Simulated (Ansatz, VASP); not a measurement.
## One calculation of Li, two programs

POSCAR

```
Li
1.0
   -1.5546540000      1.5546540000      1.2800250000
    1.5546540000     -1.5546540000      1.2800250000
    1.5546540000      1.5546540000     -1.2800250000
Li
1
Direct
    0.0000000000      0.0000000000      0.0000000000
```

The input INCAR.step1:

```
ALGO = Normal
EDIFF = 1E-4
ENCUT = 600
GGA = PE
ISMEAR = -1
LASPH = T
LCHARG = F
LREAL = F
LWAVE = T
NELM = 60
PREC = Accurate
SIGMA = 0.0104
```

Contents of INCAR.step2:

```
ALGO = Normal
EDIFF = 1E-6
EDIFFG = -0.01
ENCUT = 600
IBRION = 2
ISIF = 3
ISMEAR = -1
ISTART = 1
LASPH = T
LCHARG = F
LMIXTAU = T
LREAL = F
LWAVE = F
METAGGA = R2SCAN
NELM = 60
NSW = 60
PREC = Accurate
SIGMA = 0.0104
```

Contents of KPOINTS:

```
k-points
0
Gamma
  9 9 9
```

Input for Ansatz:

```yaml
crystal:
  lattice:
    - [-1.554654, 1.554654, 1.280025]
    - [1.554654, -1.554654, 1.280025]
    - [1.554654, 1.554654, -1.280025]
  atoms:
    - { symbol: Li, position: [0.0, 0.0, 0.0] }
  symmetry: { tolerance: 0.0003 }
kpoints:
  mp_grid: { grid: [9, 9, 9], shift: [0, 0, 0] }
magnetization:
  spin_polarized: false
scf:
  occupations: { method: fermi_dirac, width: 0.0104 }
hamiltonian:
  pseudopotentials: { kind: paw }
  xc: r2scan
basis:
  ecutwfc: 500
output:
  forces: true
  stress: true
  eigenvalues: true
  write_density: true
  write_potential: true
  elf: true
  volumetric_format: npy
relax:
  max_steps: 40
  cell: {}
```

Alike in both runs: task relaxation of cell and atoms; functional r2SCAN; k mesh 9 × 9 × 9; occupations fermi-dirac, width 0.0104 eV; no spin polarisation.

|  | VASP | Ansatz |
| --- | --- | --- |
| version | VASP 6.6.1 | Ansatz 0.2.0 |
| potentials or method | VASP PAW PBE potentials, release 64 (Li_sv), cutoff 600 eV | PAW plane waves |
| valence electrons in the cell | 3 | 3 |

```csv
,VASP,Ansatz,Ansatz less VASP
"gap on the k mesh at the Fermi level, each at its own relaxed structure (eV)",none,none,-
relaxed volume (Å³/atom),18.80,20.83,+2.026
relaxed cell length with the largest relative difference (Å),2.919,3.017,+0.0984
```

VASP's potentials were made for PBE, not for r2SCAN. A gap of «none» marks a metal or a gap that the smearing closes. One of these differences is far larger than is usual between the two programs; its cause wasn't traced.

Noted on VASP's run: the cutoff is short for stress, so the pressure is rough; the volume moved by over 15 % at a fixed basis, so the end points are rough.
